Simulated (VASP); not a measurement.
# Si (Fmmm) in VASP: single point with PBE

Aim: the single point of Si with PBE.

All numbers are computed with VASP 6.6.1; they aren't measurements. Logs are shortened: lines on timing, memory, paths and dates and some standing lists are left out, and cuts for length are marked.

## 1. The cell of the first run

Symmetry: Fmmm, No. 69, orthorhombic system. The conventional cell has a = 3.278 Å, b = 4.143 Å, c = 4.298 Å, α = 90.00°, β = 90.00°, γ = 90.00°. Si (site symmetry mmm) has 14 Si at 2.64 to 3.28 Å within 3.5 Å.

## 2. Single point, PBE

Contents of INCAR:

```
SYSTEM = Si
PREC = Accurate
ENCUT = 520
EDIFF = 1E-7
ISMEAR = 0
SIGMA = 0.1
LREAL = .False.
LASPH = .True.
NELM = 100
ALGO = Normal
ISIF = 2
LWAVE = .False.
LCHARG = .False.
GGA = PE
NBANDS = 8
```

Contents of KPOINTS:

```
Automatic mesh
0
Gamma
  24 24 24
  0 0 0
```

Contents of POSCAR:

```
Si
1.0
    0.0000000000      2.0713281364      2.1488170613
    1.6390418640      0.0000000000      2.1488170613
    1.6390418640      2.0713281364      0.0000000000
Si
1
Direct
    0.0000000000      0.0000000000      0.0000000000
```

Potentials or basis: VASP PAW PBE potentials, release 64 (Si).

The run is started by

```console
$ cat potpaw_PBE.64/Si/POTCAR > POTCAR
$ mpirun -np 1 vasp_std > vasp.out
```

OUTCAR:

```text
SYSTEM = Si
   PREC = Accurate
   ENCUT = 520
   EDIFF = 1E-7
   ISMEAR = 0
   LREAL = .False.
   LASPH = .True.
   NELM = 100
   ISIF = 2
   GGA = PE

 ion  position               nearest neighbor table
   1  0.000  0.000  0.000-

  LATTYP: Found a face centered orthorhombic cell.
 ALAT       =     3.2780837280
 B/A-ratio  =     1.2637432770
 C/A-ratio  =     1.3110202421

  Lattice vectors:

 A1 = (   0.0000000000,   2.0713281364,   2.1488170613)
 A2 = (   1.6390418640,   0.0000000000,   2.1488170613)
 A3 = (   1.6390418640,   2.0713281364,   0.0000000000)

Analysis of symmetry for initial positions (statically):
=====================================================================
 Subroutine PRICEL returns:
 Original cell was already a primitive cell.

 Routine SETGRP: Setting up the symmetry group for a
 face centered orthorhombic supercell.

 Subroutine GETGRP returns: Found  8 space group operations
 (whereof  8 operations were pure point group operations)
 out of a pool of  8 trial point group operations.

The static configuration has the point symmetry D_2h.

Analysis of symmetry for dynamics (positions and initial velocities):
=====================================================================
 Subroutine PRICEL returns:
 Original cell was already a primitive cell.

 Routine SETGRP: Setting up the symmetry group for a
 face centered orthorhombic supercell.

 Subroutine GETGRP returns: Found  8 space group operations
 (whereof  8 operations were pure point group operations)
 out of a pool of  8 trial point group operations.

The dynamic configuration has the point symmetry D_2h.

 Subroutine INISYM returns: Found  8 space group operations
 (whereof  8 operations are pure point group operations),
 and found     1 'primitive' translations

----------------------------------------------------------------------------------------

                                     Primitive cell

  volume of cell :      14.5904

  direct lattice vectors                    reciprocal lattice vectors
     0.000000000  2.071328136  2.148817061    -0.305056272  0.241391014  0.232686164
     1.639041864  0.000000000  2.148817061     0.305056272 -0.241391014  0.232686164
     1.639041864  2.071328136  0.000000000     0.305056272  0.241391014 -0.232686164

  length of vectors
     2.984596290  2.702567852  2.641374354     0.453289975  0.453289975  0.453289975

  position of ions in fractional coordinates (direct lattice)
     0.000000000  0.000000000  0.000000000

  ion indices of the primitive-cell ions
   primitive index   ion index
                 1           1

----------------------------------------------------------------------------------------

 KPOINTS: Automatic mesh

Automatic generation of k-mesh.
 Grid dimensions read from file:
 generate k-points for:   24   24   24

 Generating k-lattice:

  Cartesian coordinates                     Fractional coordinates (reciprocal lattice)
    -0.012710678  0.010057959  0.009695257     0.041666667  0.000000000  0.000000000
     0.012710678 -0.010057959  0.009695257     0.000000000  0.041666667  0.000000000
     0.012710678  0.010057959 -0.009695257     0.000000000  0.000000000  0.041666667

  Length of vectors
     0.018887082  0.018887082  0.018887082

  Shift w.r.t. Gamma in fractional coordinates (k-lattice)
     0.000000000  0.000000000  0.000000000

 Subroutine IBZKPT returns following result:
 ===========================================

 Found   1963 irreducible k-points:

 Following reciprocal coordinates:
            Coordinates               Weight
  0.000000  0.000000  0.000000      1.000000
  0.041667  0.000000 -0.000000      8.000000
  0.083333  0.000000 -0.000000      8.000000
  0.125000  0.000000 -0.000000      8.000000
  0.166667  0.000000  0.000000      8.000000
  0.208333 -0.000000  0.000000      8.000000
[... 16 lines left out ...]
  0.416667  0.041667  0.000000      8.000000
  0.458333  0.041667 -0.000000      8.000000
 [... further k-points ...]
   k-points           NKPTS =   1963   k-points in BZ     NKDIM =   1963   number of bands    NBANDS=      8
   number of dos      NEDOS =    301   number of ions     NIONS =      1
   total plane-waves  NPLWV =   9600
   dimension x,y,z NGX =    24 NGY =   20 NGZ =   20
   dimension x,y,z NGXF=    48 NGYF=   40 NGZF=   40
   ions per type =               1
   NGX,Y,Z   is equivalent  to a cutoff of  13.37, 12.30, 12.59 a.u.
   NGXF,Y,Z  is equivalent  to a cutoff of  26.74, 24.61, 25.18 a.u.
 SYSTEM =  Si
   PREC   = accura    normal or accurate (medium, high low for compatibility)
   ISTART =      0    job   : 0-new  1-cont  2-samecut
   ICHARG =      2    charge: 1-file 2-atom 10-const
   ISPIN  =      1    spin polarized calculation?
   LNONCOLLINEAR =      F non collinear calculations
   LSORBIT =      F    spin-orbit coupling
   LASPH  =      T    aspherical Exc in radial PAW
   ENCUT  =  520.0 eV  38.22 Ry    6.18 a.u.   5.55  5.02  4.91*2*pi/ulx,y,z
   NELM   =    100;   NELMIN=  2; NELMDL= -5     # of ELM steps
   EDIFF  = 0.1E-06   stopping-criterion for ELM
   LREAL  =      F    real-space projection
   EDIFFG = 0.1E-05   stopping-criterion for IOM
   NSW    =      0    number of steps for IOM
   IBRION =     -1    ionic relax: 0-MD 1-quasi-New 2-CG
   NFREE  =      0    steps in history (QN), initial steepest desc. (CG)
   ISIF   =      2    stress and relaxation
   ISYM   =      2    0-nonsym 1-usesym 2-fastsym
   POTIM  = 0.5000    time-step for ionic-motion
   TEBEG  =    0.0;   TEEND  =   0.0 temperature during run
   PSTRESS=    0.0 pullay stress
   NELECT =       4.0000    total number of electrons
   NUPDOWN=      -1.0000    fix difference up-down
   EMIN   =  10.00;   EMAX   =-10.00  energy-range for DOS
   EFERMI =   0.00;   METHOD = LEGACY
   ISMEAR =     0;   SIGMA  =   0.10  broadening in eV -4-tet -1-fermi 0-gaus
   EFERMI_NEDOS =   21; number of points for ismear=-14 and -15
   IALGO  =     38    algorithm
   IMIX   =      4    mixing-type and parameters
     AMIX     =   0.40;   BMIX     =  1.00
     AMIX_MAG =   1.60;   BMIX_MAG =  1.00
  volume/ion in A,a.u.               =      14.59        98.46
  Fermi-wavevector in a.u.,A,eV,Ry     =   1.063503  2.009729 15.388713  1.131039
  Thomas-Fermi vector in A             =   2.198990
   LORBIT       =      0    0 simple, 1 ext, 2 COOP (PROOUT), +10 PAW based schemes
   GGA     = PE    functional components
   LHFCALC =     F    Hartree Fock is set to
   AEXX    =    0.0000 exact exchange contribution
   IVDW    =     0    specifies the selected vdW correction
   LEPSILON=     F    determine dielectric tensor
   LRPA    =     F    only Hartree local field effects (RPA)
 non-spin polarized calculation
 Gauss-broadening in eV      SIGMA  =   0.10
  energy-cutoff  :      520.00
  volume of cell :       14.59
 maximum number of plane-waves:       410
 NGX is ok and might be reduce to    24
   NGX = 11   NGY = 11   NGZ =  9

 number of electron       4.0000000 magnetization

 Free energy of the ion-electron system (eV)
  ---------------------------------------------------
  ext. energy  EPLUGINS =         0.00000000
  ---------------------------------------------------
  free energy    TOTEN  =        -4.90924277 eV

  energy without entropy =       -4.90707907  energy(sigma->0) =       -4.90816092

 E-fermi :   9.9908     XC(G=0): -11.1606

 val. band max:        9.9900254535   @ k =  -0.0833   0.2917   0.3750
 cond. band min:       9.9915630264   @ k =  -0.4167   0.0000   0.4167
 fundamental gap:      0.0015375729
 Fermi energy:         9.9907804243

 k-point     1 :       0.0000    0.0000    0.0000
  band No.  band energies     occupation
      1      -4.3092      2.00000
      2      21.0348      0.00000
      3      21.1389      0.00000
      4      21.6414      0.00000
      5      21.6439      0.00000
      6      22.2082      0.00000
      7      23.8447      0.00000
      8      24.7975      0.00000

 k-point     2 :       0.0417    0.0000   -0.0000
  band No.  band energies     occupation
      1      -4.2574      2.00000
      2      20.1801      0.00000
      3      20.7012      0.00000
      4      21.1861      0.00000
      5      22.3963      0.00000
      6      22.6534      0.00000
      7      23.9222      0.00000
      8      24.6068      0.00000

 k-point     3 :       0.0833    0.0000   -0.0000
  band No.  band energies     occupation
      1      -4.1020      2.00000
      2      18.6735      0.00000
      3      19.9337      0.00000
      4      20.9804      0.00000
      5      22.3733      0.00000
      6      23.2838      0.00000
      7      24.3324      0.00000
      8      24.5160      0.00000

 k-point     4 :       0.1250    0.0000   -0.0000
  band No.  band energies     occupation
      1      -3.8432      2.00000
      2      16.9881      0.00000
      3      19.1895      0.00000
      4      20.7095      0.00000
      5      21.8561      0.00000
      6      23.4496      0.00000
      7      24.4516      0.00000
      8      25.5483      0.00000

 k-point     5 :       0.1667    0.0000    0.0000
  band No.  band energies     occupation
      1      -3.4814      2.00000
      2      15.2407      0.00000
      3      18.5122      0.00000
      4      20.3926      0.00000
      5      21.2221      0.00000
      6      23.1511      0.00000
      7      24.8969      0.00000
      8      26.1264      0.00000

 k-point     6 :       0.2083   -0.0000    0.0000
  band No.  band energies     occupation
      1      -3.0172      2.00000
      2      13.4949      0.00000
      3      17.9119      0.00000
      4      20.0566      0.00000
      5      20.5988      0.00000
      6      22.7028      0.00000
      7      25.2485      0.00000
      8      26.3683      0.00000

 k-point     7 :       0.2500    0.0000   -0.0000
  band No.  band energies     occupation
      1      -2.4515      2.00000
      2      11.7859      0.00000
      3      17.3920      0.00000
      4      19.7114      0.00000
      5      20.0477      0.00000
      6      22.2077      0.00000
      7      25.4985      0.00000
      8      26.9785      0.00000
[... 133 lines left out ...]
 k-point    20 :       0.2917    0.0417   -0.0000
  band No.  band energies     occupation
      1      -2.0727      2.00000
      2      10.9417      0.00000
      3      16.8360      0.00000
      4      18.5060      0.00000
      5      20.6843      0.00000
      6      22.2959      0.00000
      7      24.9862      0.00000
      8      28.0420      0.00000

 k-point    21 :       0.3333    0.0417    0.0000
  band No.  band energies     occupation
      1      -1.3538      2.00000
      2       9.3268      2.00000
      3      16.3858      0.00000
      4      18.1810      0.00000
      5      20.4115      0.00000
      6      21.8173      0.00000
      7      25.2724      0.00000
      8      28.9206      0.00000

 k-point    22 :       0.3750    0.0417   -0.0000
  band No.  band energies     occupation
      1      -0.5361      2.00000
      2       7.7862      2.00000
      3      16.0140      0.00000
      4      17.9324      0.00000
      5      20.1858      0.00000
      6      21.4008      0.00000
      7      25.6769      0.00000
      8      29.8173      0.00000

 k-point    23 :       0.4167    0.0417    0.0000
  band No.  band energies     occupation
      1       0.3781      2.00000
      2       6.3275      2.00000
      3      15.7222      0.00000
      4      17.7674      0.00000
      5      20.0090      0.00000
      6      21.0696      0.00000
      7      26.1832      0.00000
      8      30.6695      0.00000

 k-point    24 :       0.4583    0.0417   -0.0000
  band No.  band energies     occupation
      1       1.3844      2.00000
      2       4.9585      2.00000
      3      15.5122      0.00000
      4      17.6895      0.00000
      5      19.8797      0.00000
      6      20.8406      0.00000
      7      26.7669      0.00000
      8      31.3266      0.00000

 [... further k-points ...]

------------------------ aborting loop because EDIFF is reached ----------------------------------------

  FORCE on cell =-STRESS in cart. coord.  units (eV):
  Direction    XX          YY          ZZ          XY          YZ          ZX
  --------------------------------------------------------------------------------------
  -------------------------------------------------------------------------------------
  Total       -0.0020998     -0.0007374     -0.0052200      0.0000000      0.0000000      0.0000000
  in kB       -0.2305761     -0.0809736     -0.5732140      0.0000000      0.0000000      0.0000000
  external PRESSURE =      -0.2949212 kB  Pullay stress =       0.0000000 kB

 VOLUME and BASIS-vectors are now :
 -----------------------------------------------------------------------------
  energy-cutoff  :      520.00
  volume of cell :       14.59
      direct lattice vectors                 reciprocal lattice vectors
     0.000000000  2.071328136  2.148817061    -0.305056272  0.241391014  0.232686164
     1.639041864  0.000000000  2.148817061     0.305056272 -0.241391014  0.232686164
     1.639041864  2.071328136  0.000000000     0.305056272  0.241391014 -0.232686164

 POSITION                                       TOTAL-FORCE (eV/Angst)
 -----------------------------------------------------------------------------------
      0.00000      0.00000      0.00000        -0.000000      0.000000      0.000000
 -----------------------------------------------------------------------------------
    total drift:                                0.000000      0.000000     -0.000000

  FREE ENERGIE OF THE ION-ELECTRON SYSTEM (eV)
  ---------------------------------------------------
  free  energy   TOTEN  =        -4.9092427706 eV

  energy  without entropy=       -4.9070790665  energy(sigma->0) =       -4.90816092
```

Wall time 1.9 min (1 thread of Intel Xeon 8259CL, shared host); peak memory 0.29 GiB.

What came out:

* Free energy: -4.9092 eV
* Pressure: 0.0 GPa
* Band gap on the k mesh: zero (bands 2 and 3 overlap by 15.16 eV)

Levels at points of the mesh, in eV from the Fermi level:
| k point | band 1 | band 2 | band 3 | band 4 | band 5 | band 6 | band 7 |
| --- | --- | --- | --- | --- | --- | --- | --- |
| (0.00, 0.00, 0.00) | -14.30 | 11.04 | 11.15 | 11.65 | 11.65 | 12.22 | 13.85 |
| (0.50, 0.00, 0.00) | -7.23 | -6.69 | 5.97 | 8.20 | 8.92 | 10.45 | 17.96 |
| (0.50, 0.50, 0.00) | -6.71 | -6.43 | 4.88 | 6.45 | 6.78 | 9.33 | 22.37 |
| (0.50, 0.00, 0.50) | -6.09 | -5.89 | 4.09 | 6.24 | 6.37 | 8.54 | 21.06 |
| (0.00, 0.50, 0.50) | -2.16 | -0.15 | 0.16 | 0.59 | 2.82 | 3.15 | 24.04 |
